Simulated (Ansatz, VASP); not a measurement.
## TaAs in VASP and in Ansatz

```
CELL_PARAMETERS angstrom
-1.73243 1.73243 5.86695
1.73243 -1.73243 5.86695
1.73243 1.73243 -5.86695
ATOMIC_POSITIONS crystal
Ta 0.50019 0.00019 0.50000
Ta 0.75019 0.75019 0.00000
As 0.08241 0.58241 0.50000
As 0.33241 0.33241 0.00000
```

Alike in both runs: functional PBE; k mesh 18 × 18 × 18; occupations fermi-dirac, width 0.15 eV; no spin polarisation.

Ansatz relaxed the structure, and its values are those at the end. VASP's run is a single point on that final structure, the one shown.

|  | VASP | Ansatz |
| --- | --- | --- |
| version | VASP 6.6.1 | Ansatz 0.2.0 |
| potentials or method | VASP PAW PBE potentials, release 64 (Ta_pv, As) | scalar-relativistic, plane waves |
| plane-wave cutoff (eV) | 520 | 1143 |
| valence electrons in the cell | 32 | 84 |

VASP gave:

```
gap on the k mesh at the Fermi level (eV) : none
pressure (GPa)                            : 0.3
```

Problem. Estimate Ansatz's values.

Solution. gap on the k mesh at the Fermi level (eV): none; pressure (GPa): 0.0.

A gap of «none» marks a metal or a gap that the smearing closes. With one functional, cell and mesh, what is left measures potentials, basis and numerics. VASP's potentials hold 32 valence electrons a cell and Ansatz's 84, so a difference there can come from the potentials and not from the codes.

Spin-orbit coupling is off throughout.
